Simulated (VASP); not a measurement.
# Sr (P6_3/mmc) in VASP: relaxation of cell and atoms with PBEsol

Aim: the relaxation of cell and atoms of Sr with PBEsol.

Program: VASP 6.6.1. These are calculated values, not measurements. Logs are shortened: lines on timing, memory, paths and dates and some standing lists are left out, and cuts for length are marked.

## (1) The cell of the first run

Symmetry: P6_3/mmc, No. 194, hexagonal system. Conventional cell: a = 3.320 Å, b = 3.320 Å, c = 10.790 Å, α = 90.00°, β = 90.00°, γ = 120.00°. Within 4.4 Å of Sr (site symmetry -3m) lie 12 Sr at 3.31 to 3.32 Å. Within 4.4 Å of Sr (site symmetry -6m2) lie 12 Sr at 3.31 to 3.32 Å.

This isn't the form of Sr at room conditions, which is fcc.

## (2) Relaxation of cell and atoms, PBEsol, target pressure 23 GPa, at which the enthalpy is minimised

INCAR reads:

```
PREC = Accurate
ENCUT = 600
EDIFF = 1E-6
ISMEAR = -1
SIGMA = 0.05
LREAL = False
LASPH = True
NELM = 80
ALGO = Normal
ISIF = 3
LWAVE = False
LCHARG = False
GGA = PS
IBRION = 2
NSW = 60
EDIFFG = -0.005
PSTRESS = 230.0
```

KPOINTS reads:

```
regular mesh
0
Gamma
  11 11 3
```

POSCAR reads:

```
Sr
1.0
    3.3200702696      0.0000000000      0.0000000000
   -1.6600351348      2.8752651958      0.0000000000
    0.0000000000      0.0000000000     10.7902283762
Sr
4
Direct
    0.0000000000      0.0000000000      0.0000000000
    0.0000000000      0.0000000000      0.5000000000
    0.3333333333      0.6666666667      0.2500000000
    0.6666666667      0.3333333333      0.7500000000
```

Potentials or basis: VASP PAW PBE potentials, release 64 (Sr_sv).

On the command line:

```console
> cat potpaw_PBE.64/Sr_sv/POTCAR > POTCAR
> mpirun -np 1 vasp_std > vasp.out
```

OUTCAR:

```text
PREC = Accurate
   ENCUT = 600
   EDIFF = 1E-6
   ISMEAR = -1
   LREAL = False
   LASPH = True
   NELM = 80
   ISIF = 3
   GGA = PS
   IBRION = 2
   NSW = 60
   EDIFFG = -0.005
   PSTRESS = 230.0

 ion  position               nearest neighbor table
   1  0.000  0.000  0.000-   3 3.31   4 3.31   3 3.31   4 3.31   4 3.31   3 3.31   4 4.69   3 4.69
                             3 4.69   4 4.69   3 4.69   4 4.69
   2  0.000  0.000  0.500-   3 3.31   4 3.31   3 3.31   4 3.31   4 3.31   3 3.31   4 4.69   3 4.69
                             3 4.69   4 4.69   3 4.69   4 4.69
   3  0.333  0.667  0.250-   1 3.31   2 3.31   1 3.31   2 3.31   1 3.31   2 3.31   1 4.69   2 4.69
                             1 4.69   2 4.69   1 4.69   2 4.69
   4  0.667  0.333  0.750-   1 3.31   2 3.31   1 3.31   2 3.31   1 3.31   2 3.31   1 4.69   2 4.69
                             1 4.69   2 4.69   1 4.69   2 4.69

  LATTYP: Found a hexagonal cell.
 ALAT       =     3.3200702696
 C/A-ratio  =     3.2500000000

  Lattice vectors:

 A1 = (   3.3200702696,   0.0000000000,   0.0000000000)
 A2 = (  -1.6600351348,   2.8752651958,   0.0000000000)
 A3 = (   0.0000000000,   0.0000000000,  10.7902283762)

Analysis of symmetry for initial positions (statically):
=====================================================================
 Subroutine PRICEL returns:
 Original cell was already a primitive cell.

 Routine SETGRP: Setting up the symmetry group for a
 hexagonal supercell.

 Subroutine GETGRP returns: Found 24 space group operations
 (whereof 12 operations were pure point group operations)
 out of a pool of 24 trial point group operations.

The static configuration has the point symmetry D_3d.
 The point group associated with its full space group is D_6h.

Analysis of symmetry for dynamics (positions and initial velocities):
=====================================================================
 Subroutine PRICEL returns:
 Original cell was already a primitive cell.

 Routine SETGRP: Setting up the symmetry group for a
 hexagonal supercell.

 Subroutine GETGRP returns: Found 24 space group operations
 (whereof 12 operations were pure point group operations)
 out of a pool of 24 trial point group operations.

The dynamic configuration has the point symmetry D_3d.
 The point group associated with its full space group is D_6h.

 Subroutine INISYM returns: Found 24 space group operations
 (whereof 12 operations are pure point group operations),
 and found     1 'primitive' translations

----------------------------------------------------------------------------------------

                                     Primitive cell

  volume of cell :     103.0044

  direct lattice vectors                    reciprocal lattice vectors
     3.320070270  0.000000000  0.000000000     0.301198444  0.173897003  0.000000000
    -1.660035135  2.875265196  0.000000000     0.000000000  0.347794006  0.000000000
     0.000000000  0.000000000 10.790228376     0.000000000  0.000000000  0.092676444

  length of vectors
     3.320070270  3.320070270 10.790228376     0.347794006  0.347794006  0.092676444

  position of ions in fractional coordinates (direct lattice)
     0.000000000  0.000000000  0.000000000
     0.000000000  0.000000000  0.500000000
     0.333333333  0.666666667  0.250000000
     0.666666667  0.333333333  0.750000000

  ion indices of the primitive-cell ions
   primitive index   ion index
                 1           1
                 2           2
                 3           3
                 4           4

----------------------------------------------------------------------------------------

 KPOINTS: regular mesh

Automatic generation of k-mesh.
 Grid dimensions read from file:
 generate k-points for:   11   11    3

 Generating k-lattice:

  Cartesian coordinates                     Fractional coordinates (reciprocal lattice)
     0.027381677  0.015808818  0.000000000     0.090909091  0.000000000  0.000000000
     0.000000000  0.031617637  0.000000000     0.000000000  0.090909091  0.000000000
     0.000000000  0.000000000  0.030892148     0.000000000  0.000000000  0.333333333

  Length of vectors
     0.031617637  0.031617637  0.030892148

  Shift w.r.t. Gamma in fractional coordinates (k-lattice)
     0.000000000  0.000000000  0.000000000

 Subroutine IBZKPT returns following result:
 ===========================================

 Found     32 irreducible k-points:

 Following reciprocal coordinates:
            Coordinates               Weight
  0.000000  0.000000  0.000000      1.000000
  0.090909 -0.000000  0.000000      6.000000
  0.181818 -0.000000  0.000000      6.000000
  0.272727 -0.000000  0.000000      6.000000
  0.363636 -0.000000  0.000000      6.000000
  0.454545 -0.000000  0.000000      6.000000
[... 16 lines left out ...]
  0.090909  0.090909  0.333333     12.000000
  0.181818  0.090909  0.333333     24.000000
 [... further k-points ...]
   k-points           NKPTS =     32   k-points in BZ     NKDIM =     32   number of bands    NBANDS=     24
   number of dos      NEDOS =    301   number of ions     NIONS =      4
   total plane-waves  NPLWV =  70560
   dimension x,y,z NGX =    28 NGY =   28 NGZ =   90
   dimension x,y,z NGXF=    56 NGYF=   56 NGZF=  180
   ions per type =               4
   NGX,Y,Z   is equivalent  to a cutoff of  14.02, 14.02, 13.87 a.u.
   NGXF,Y,Z  is equivalent  to a cutoff of  28.04, 28.04, 27.73 a.u.
 SYSTEM =  unknown system
   PREC   = accura    normal or accurate (medium, high low for compatibility)
   ISTART =      0    job   : 0-new  1-cont  2-samecut
   ICHARG =      2    charge: 1-file 2-atom 10-const
   ISPIN  =      1    spin polarized calculation?
   LNONCOLLINEAR =      F non collinear calculations
   LSORBIT =      F    spin-orbit coupling
   LASPH  =      T    aspherical Exc in radial PAW
   ENCUT  =  600.0 eV  44.10 Ry    6.64 a.u.   6.63  6.63 21.55*2*pi/ulx,y,z
   NELM   =     80;   NELMIN=  2; NELMDL= -5     # of ELM steps
   EDIFF  = 0.1E-05   stopping-criterion for ELM
   LREAL  =      F    real-space projection
   EDIFFG = -.5E-02   stopping-criterion for IOM
   NSW    =     60    number of steps for IOM
   IBRION =      2    ionic relax: 0-MD 1-quasi-New 2-CG
   NFREE  =      1    steps in history (QN), initial steepest desc. (CG)
   ISIF   =      3    stress and relaxation
   ISYM   =      2    0-nonsym 1-usesym 2-fastsym
   POTIM  = 0.5000    time-step for ionic-motion
   TEBEG  =    0.0;   TEEND  =   0.0 temperature during run
   PSTRESS=  230.0 pullay stress
   NELECT =      40.0000    total number of electrons
   NUPDOWN=      -1.0000    fix difference up-down
   EMIN   =  10.00;   EMAX   =-10.00  energy-range for DOS
   EFERMI =   0.00;   METHOD = LEGACY
   ISMEAR =    -1;   SIGMA  =   0.05  broadening in eV -4-tet -1-fermi 0-gaus
   EFERMI_NEDOS =   21; number of points for ismear=-14 and -15
   IALGO  =     38    algorithm
   IMIX   =      4    mixing-type and parameters
     AMIX     =   0.40;   BMIX     =  1.00
     AMIX_MAG =   1.60;   BMIX_MAG =  1.00
  volume/ion in A,a.u.               =      25.75       173.78
  Fermi-wavevector in a.u.,A,eV,Ry     =   1.194381  2.257053 19.409336  1.426546
  Thomas-Fermi vector in A             =   2.330372
   LORBIT       =      0    0 simple, 1 ext, 2 COOP (PROOUT), +10 PAW based schemes
   GGA     = PS    functional components
   LHFCALC =     F    Hartree Fock is set to
   AEXX    =    0.0000 exact exchange contribution
   IVDW    =     0    specifies the selected vdW correction
   LEPSILON=     F    determine dielectric tensor
   LRPA    =     F    only Hartree local field effects (RPA)
 conjugate gradient relaxation of ions
 non-spin polarized calculation
  energy-cutoff  :      600.00
  volume of cell :      103.00
 maximum number of plane-waves:      3499
 NGX is ok and might be reduce to    28
   NGX = 13   NGY = 13   NGZ = 43

--------------------------------------- Ionic step        1  -------------------------------------------

 number of electron      40.0000000 magnetization

 Free energy of the ion-electron system (eV)
  ---------------------------------------------------
  ext. energy  EPLUGINS =         0.00000000
  ---------------------------------------------------
  free energy    TOTEN  =        -2.40205431 eV

  energy without entropy =       -2.37255517  energy(sigma->0) =       -2.38730474

------------------------ aborting loop because EDIFF is reached ----------------------------------------

  FORCE on cell =-STRESS in cart. coord.  units (eV):
  Direction    XX          YY          ZZ          XY          YZ          ZX
  --------------------------------------------------------------------------------------
  -------------------------------------------------------------------------------------
  Total       14.9717366     14.9717366     14.9910410      0.0000000     -0.0000000      0.0000000
  in kB      232.8771846    232.8771846    233.1774535      0.0000000     -0.0000000      0.0000000
  external PRESSURE =       2.9772742 kB  Pullay stress =     230.0000000 kB

 VOLUME and BASIS-vectors are now :
 -----------------------------------------------------------------------------
  energy-cutoff  :      600.00
  volume of cell :      103.00
      direct lattice vectors                 reciprocal lattice vectors
     3.320070270  0.000000000  0.000000000     0.301198444  0.173897003  0.000000000
    -1.660035135  2.875265196  0.000000000     0.000000000  0.347794006  0.000000000
     0.000000000  0.000000000 10.790228376     0.000000000  0.000000000  0.092676444
[... 50 lines left out ...]
  FREE ENERGIE OF THE ION-ELECTRON SYSTEM (eV)
  ---------------------------------------------------
  free  energy   TOTEN  =        -2.5050653814 eV

  energy  without entropy=       -2.4756532420  energy(sigma->0) =       -2.49035931

  enthalpy is  TOTEN    =        12.3843396127 eV   P V=       14.8894049941

--------------------------------------- Ionic step        3  -------------------------------------------

 number of electron      40.0000000 magnetization

 Free energy of the ion-electron system (eV)
  ---------------------------------------------------
  ext. energy  EPLUGINS =         0.00000000
  ---------------------------------------------------
  free energy    TOTEN  =        -2.47337649 eV

  energy without entropy =       -2.44394494  energy(sigma->0) =       -2.45866072

 E-fermi :   4.7252     XC(G=0): -10.2232

 val. band max:        4.7098388398   @ k =   0.1818   0.1818   0.3333
 cond. band min:       4.7927926252   @ k =   0.3636   0.1818   0.3333
 fundamental gap:      0.0829537854
 Fermi energy:         4.7252141062

 k-point     1 :       0.0000    0.0000    0.0000
  band No.  band energies     occupation
      1     -30.8036      2.00000
      2     -30.6613      2.00000
      3     -30.6101      2.00000
      4     -30.4599      2.00000
      5     -13.8903      2.00000
      6     -12.9774      2.00000
[... 16 lines left out ...]
     23       7.5904      0.00000
     24       7.5904      0.00000
[... 598 lines left out ...]
      2     -30.6030      2.00000
      3     -30.4625      2.00000
      4     -30.4155      2.00000
      5     -13.5146      2.00000
      6     -13.3777      2.00000
[... 16 lines left out ...]
     23       6.0210      0.00000
     24       6.3590      0.00000

 [... further k-points ...]

------------------------ aborting loop because EDIFF is reached ----------------------------------------

  FORCE on cell =-STRESS in cart. coord.  units (eV):
  Direction    XX          YY          ZZ          XY          YZ          ZX
  --------------------------------------------------------------------------------------
  -------------------------------------------------------------------------------------
  Total       14.8492095     14.8492095     14.8708384      0.0000000      0.0000000      0.0000000
  in kB      229.8697422    229.8697422    230.2045636      0.0000000      0.0000000      0.0000000
  external PRESSURE =      -0.0186507 kB  Pullay stress =     230.0000000 kB

 VOLUME and BASIS-vectors are now :
 -----------------------------------------------------------------------------
  energy-cutoff  :      600.00
  volume of cell :      103.50
      direct lattice vectors                 reciprocal lattice vectors
     3.325187385  0.000000000  0.000000000     0.300734931  0.173629394  0.000000000
    -1.662593693  2.879696748  0.000000000     0.000000000  0.347258787  0.000000000
     0.000000000 -0.000000000 10.808594608     0.000000000 -0.000000000  0.092518966

 POSITION                                       TOTAL-FORCE (eV/Angst)
 -----------------------------------------------------------------------------------
     -1.66259      2.87970      0.00000        -0.000000     -0.000000      0.000000
     -1.66259      2.87970      5.40430        -0.000000     -0.000000      0.000000
     -0.00000      1.91980      2.70215        -0.000000      0.000000     -0.000000
      1.66259      0.95990      8.10645         0.000000     -0.000000      0.000000
 -----------------------------------------------------------------------------------
    total drift:                                0.000000     -0.000000      0.000000

  FREE ENERGIE OF THE ION-ELECTRON SYSTEM (eV)
  ---------------------------------------------------
  free  energy   TOTEN  =        -2.4733764917 eV

  energy  without entropy=       -2.4439449445  energy(sigma->0) =       -2.45866072

  enthalpy is  TOTEN    =        12.3842474588 eV   P V=       14.8576239504

 reached required accuracy - stopping structural energy minimisation
```

It took 5.2 min on 1 thread of Intel Xeon 8259CL, shared host; peak memory 0.3 GiB.

Results:

* Free energy: -2.4734 eV
* Relaxed volume: 25.87 Å³/atom
* Relaxed cell: a = 3.325 Å, b = 3.325 Å, c = 10.809 Å, α = 90.00°, β = 90.00°, γ = 120.00°
* Space group after relaxing (to 0.1 Å): P6_3/mmc (No. 194)
* Energy change on relaxing (the run minimises the enthalpy): -17.8 meV/atom
* Ionic steps: 3
* Pressure after relaxing: 23.0 GPa
* Band gap on the k mesh: zero (bands 20 and 21 overlap by 0.75 eV)

The path:
```csv
step,energy change (eV),largest force (eV/Å),pressure (GPa),volume (Å³)
1,0.0000,0.0000,23.30,103.00
2,-0.1030,0.0000,22.86,103.72
3,-0.0713,0.0000,23.00,103.50
```

Final structure:
```cif
data_structure
_symmetry_space_group_name_H-M 'P 1'
_symmetry_Int_Tables_number 1
_cell_length_a 3.3252
_cell_length_b 3.3252
_cell_length_c 10.8086
_cell_angle_alpha 90.000
_cell_angle_beta 90.000
_cell_angle_gamma 120.000
_cell_volume 103.50
loop_
_atom_site_label
_atom_site_type_symbol
_atom_site_fract_x
_atom_site_fract_y
_atom_site_fract_z
_atom_site_occupancy
Sr1 Sr 0.00000 0.00000 0.00000 1
Sr2 Sr 0.00000 0.00000 0.50000 1
Sr3 Sr 0.33333 0.66667 0.25000 1
Sr4 Sr 0.66667 0.33333 0.75000 1
```

Caveat: the cell is relaxed towards a set pressure, so the run minimises the enthalpy, not the energy; the PAW data sets were made with another functional, which shifts forces and pressure a little.

The gap in the log of VASP goes by the Fermi energy; the results here count the filled bands.